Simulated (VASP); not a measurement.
# Te2Mo (P2_1/m) in VASP: settings compared, part 2 of 2

VASP 6.6.1.

### Step 3. Single point, BLYP

This run uses another cell than the first one, of 25.30 Å³/atom, 1.013 times its volume.

File INCAR:

```
  AGGAC = 1.0
  AGGAX = 1.0
  ALDAC = 0.0
  ALDAX = 1.0
  ALGO = Normal
  EDIFF = 1E-6
  ENCUT = 520
  GGA = B5
  ISIF = 2
  ISMEAR = -1
  LASPH = True
  LCHARG = True
  LELF = True
  LREAL = False
  LVHAR = True
  LWAVE = False
  NBANDS = 64
  NELM = 100
  PREC = Accurate
  SIGMA = 0.05
```

File KPOINTS:

```
k-points
0
Gamma
  4 8 2
```

File POSCAR:

```
Te2Mo
1.0
    6.3300000000      0.0000000000      0.0000000000
    0.0000000000      3.4690000000      0.0000000000
   -0.9467947088      0.0000000000     13.8276237937
Te Mo
8 4
Direct
    0.9437000000      0.7500000000      0.6045000000
    0.0563000000      0.2500000000      0.3955000000
    0.9030000000      0.2500000000      0.8514000000
    0.0970000000      0.7500000000      0.1486000000
    0.4112000000      0.7500000000      0.8955000000
    0.5888000000      0.2500000000      0.1045000000
    0.4432000000      0.2500000000      0.6484000000
    0.5568000000      0.7500000000      0.3516000000
    0.8167000000      0.7500000000      0.9926000000
    0.1833000000      0.2500000000      0.0074000000
    0.6819000000      0.2500000000      0.4934000000
    0.3181000000      0.7500000000      0.5066000000
```

Potentials or basis: VASP PAW PBE potentials, release 64 (Te, Mo_sv).

Started as:

```bash
$ cat potpaw_PBE.64/Te/POTCAR potpaw_PBE.64/Mo_sv/POTCAR > POTCAR
$ mpirun -np 1 vasp_std > vasp.out
```

OUTCAR:

```text
EDIFF = 1E-6
   ENCUT = 520
   GGA = B5
   ISIF = 2
   ISMEAR = -1
   LASPH = True
   LREAL = False
   NELM = 100
   PREC = Accurate

 ion  position               nearest neighbor table
   1  0.944  0.750  0.605-  11 2.79  11 2.79  12 2.81   2 3.49   2 3.49   7 3.62   7 3.62
   2  0.056  0.250  0.395-  12 2.79  12 2.79  11 2.81   1 3.49   1 3.49   8 3.62   8 3.62
   3  0.903  0.250  0.851-   9 2.70   9 2.70  10 2.70   5 3.65   5 3.65   5 3.67   5 3.67
   4  0.097  0.750  0.149-  10 2.70  10 2.70   9 2.70   6 3.65   6 3.65   6 3.67   6 3.67
[... 1850 lines left out ...]
 -----------------------------------------------------------------------------
  energy-cutoff  :      520.00
  volume of cell :      303.64
      direct lattice vectors                 reciprocal lattice vectors
     6.330000000  0.000000000  0.000000000     0.157977883  0.000000000  0.010816943
     0.000000000  3.469000000  0.000000000     0.000000000  0.288267512  0.000000000
    -0.946794709  0.000000000 13.827623794     0.000000000  0.000000000  0.072319005

 POSITION                                       TOTAL-FORCE (eV/Angst)
 -----------------------------------------------------------------------------------
      5.40128      2.60175      8.35880         0.056518     -0.000000      0.450835
     -0.01808      0.86725      5.46883        -0.056518     -0.000000     -0.450835
      4.90989      0.86725     11.77284        -0.028060     -0.000000     -0.566123
      0.47332      2.60175      2.05478         0.028060      0.000000      0.566123
      1.75504      2.60175     12.38264         0.031593      0.000000     -0.406924
      3.62816      0.86725      1.44499        -0.031593     -0.000000      0.406924
      2.19155      0.86725      8.96583        -0.053058     -0.000000      0.524533
      3.19165      2.60175      4.86179         0.053058      0.000000     -0.524533
      4.22992      2.60175     13.72530         0.000300     -0.000000      0.014472
      1.15328      0.86725      0.10232        -0.000300     -0.000000     -0.014472
      3.84928      0.86725      6.82255        -0.101266     -0.000000      0.025487
      1.53393      2.60175      7.00507         0.101266     -0.000000     -0.025487
 -----------------------------------------------------------------------------------
    total drift:                               -0.000000      0.000000     -0.000000

  FREE ENERGIE OF THE ION-ELECTRON SYSTEM (eV)
  ---------------------------------------------------
  free  energy   TOTEN  =       -60.0192776772 eV

  energy  without entropy=      -59.9840978459  energy(sigma->0) =      -60.00168776
```

stdout:

```text
POSCAR found type information on POSCAR TeMo
 POSCAR found :  2 types and      12 ions
 scaLAPACK will be used
 -----------------------------------------------------------------------------
|                                                                             |
|                                                                             |
|     You enforced a specific xc type in the INCAR file but a different       |
|     I HOPE YOU KNOW WHAT YOU ARE DOING!                                     |
|                                                                             |
 -----------------------------------------------------------------------------

 LDA part: xc-table for (Slater(with rela. corr.)+VWN5), standard interpolation
 POSCAR, INCAR and KPOINTS ok, starting setup
 FFT: planning ... GRIDC
 FFT: planning ... GRID_SOFT
 FFT: planning ... GRID
 WAVECAR not read
 entering main loop
```

Run time: 10 min. Hardware: 1 thread of AMD EPYC 9R45 (Zen 5), shared host; peak memory 0.61 GiB.

Results:

* Free energy: -60.0193 eV
* Pressure: 8.9 GPa
* Largest force: 0.567 eV/Å
* Band gap on the k mesh: zero (band 52 reaches 8.81 eV, above the bottom of band 53 at 8.64 eV)

Forces on the atoms (eV/Å):
```
Te   0.057  0.000  0.451
Te  -0.057  0.000 -0.451
Te  -0.028  0.000 -0.566
Te   0.028  0.000  0.566
Te   0.032  0.000 -0.407
Te  -0.032  0.000  0.407
Te  -0.053  0.000  0.525
Te   0.053  0.000 -0.525
Mo   0.000  0.000  0.014
Mo   0.000  0.000 -0.014
Mo  -0.101  0.000  0.025
Mo   0.101  0.000 -0.025
```

Levels at points of the mesh, in eV from the Fermi level:
| k point | band 50 | band 51 | band 52 | band 53 | band 54 | band 55 |
| --- | --- | --- | --- | --- | --- | --- |
| (0.00, 0.00, 0.00) | -0.12 | 0.08 | 0.11 | 0.44 | 0.68 | 0.85 |
| (0.50, 0.00, 0.00) | -0.83 | -0.64 | -0.56 | -0.06 | 0.01 | 0.86 |
| (0.00, 0.50, 0.00) | -1.51 | -1.44 | -1.44 | 1.03 | 1.03 | 1.14 |
| (0.50, 0.50, 0.00) | -1.02 | -0.94 | -0.94 | 0.99 | 0.99 | 1.05 |
| (0.00, 0.00, 0.50) | -0.04 | -0.02 | -0.02 | 0.46 | 0.57 | 0.87 |
| (0.50, 0.00, 0.50) | -0.83 | -0.65 | -0.42 | -0.01 | 0.04 | 0.82 |
| (0.00, 0.50, 0.50) | -1.55 | -1.47 | -1.47 | 1.02 | 1.02 | 1.13 |
| (0.50, 0.50, 0.50) | -1.02 | -0.93 | -0.93 | 1.00 | 1.00 | 1.02 |

Caveat: the PAW data sets were made with another functional, which shifts forces and pressure a little; spin-orbit coupling is left out, which moves the levels of the heavy elements.
